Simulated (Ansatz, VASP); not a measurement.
ZnAu in VASP and in Ansatz

The input INCAR:

```
ALGO     = Normal         # electronic algorithm
EDIFF    = 1E-6           # SCF threshold, eV
ENCUT    = 520            # plane-wave cutoff, eV
GGA      = PS             # functional
ISIF     = 2              # what is computed and relaxed
ISMEAR   = -1             # smearing method
LASPH    = True           # aspherical terms in the spheres
LCHARG   = False          # write CHGCAR
LREAL    = False          # projectors in reciprocal space
LWAVE    = False          # write WAVECAR
NBANDS   = 18             # bands
NELM     = 100            # most SCF steps
PREC     = Accurate       # precision mode
SIGMA    = 0.05           # smearing width, eV
```

Contents of KPOINTS:

```
k-points
0
Gamma
  5 5 5
```

File POSCAR:

```
ZnAu
1.0
    3.1470000000      0.0000000000      0.0000000000
    0.0000000000      3.1470000000      0.0000000000
    0.0000000000      0.0000000000      3.1470000000
Au Zn
1 1
Direct
    0.0000000000      0.0000000000      0.0000000000
    0.5000000000      0.5000000000      0.5000000000
```

File input.yaml:

```yaml
crystal:
  lattice:
    - [3.147, 0.0, 0.0]
    - [0.0, 3.147, 0.0]
    - [0.0, 0.0, 3.147]
  atoms:
    - { symbol: Au, position: [0.0, 0.0, 0.0] }
    - { symbol: Zn, position: [0.5, 0.5, 0.5] }
hamiltonian:
  xc: pbesol
  pseudopotentials: { kind: paw }
kpoints:
  mp_grid: { grid: [5, 5, 5] }
  band_path:
    path:
      - [[0.0, 0.0, 0.0], [0.0, 0.5, 0.0], [0.5, 0.5, 0.0], [0.0, 0.0, 0.0], [0.5, 0.5, 0.5], [0.0, 0.5, 0.0]]
      - [[0.5, 0.5, 0.0], [0.5, 0.5, 0.5]]
    npoints: 14
scf:
  occupations: { method: fermi_dirac, width: 0.05 }
  n_extra_bands: 6
output:
  forces: true
  stress: true
  eigenvalues: true
  fatbands: false
```

Alike in both runs: functional PBEsol; k mesh 5 × 5 × 5; occupations fermi-dirac, width 0.05 eV; no spin polarisation.

|  | VASP | Ansatz |
| --- | --- | --- |
| version | VASP 6.6.1 | Ansatz 0.2.0 |
| potentials or method | VASP PAW PBE potentials, release 64 (Au, Zn) | Ansatz PAW |
| plane-wave cutoff (eV) | 520 | 420 |
| valence electrons in the cell | 23 | 31 |
| task | single point | band structure |

|  | VASP | Ansatz | Ansatz less VASP |
| --- | --- | --- | --- |
| gap on the k mesh at the Fermi level (eV) | none | none | - |
| pressure (GPa) | -1.7 | -1.8 | -0.13 |

VASP's potentials were made for PBE, not for PBEsol. A gap of «none» marks a metal or a gap that the smearing closes. With one functional, cell and mesh, what is left measures potentials, basis and numerics. VASP's potentials hold 23 valence electrons a cell and Ansatz's 31, so a difference there can come from the potentials and not from the codes.

The k mesh is coarse, so the values compare programs but aren't converged. Spin-orbit coupling is off throughout.
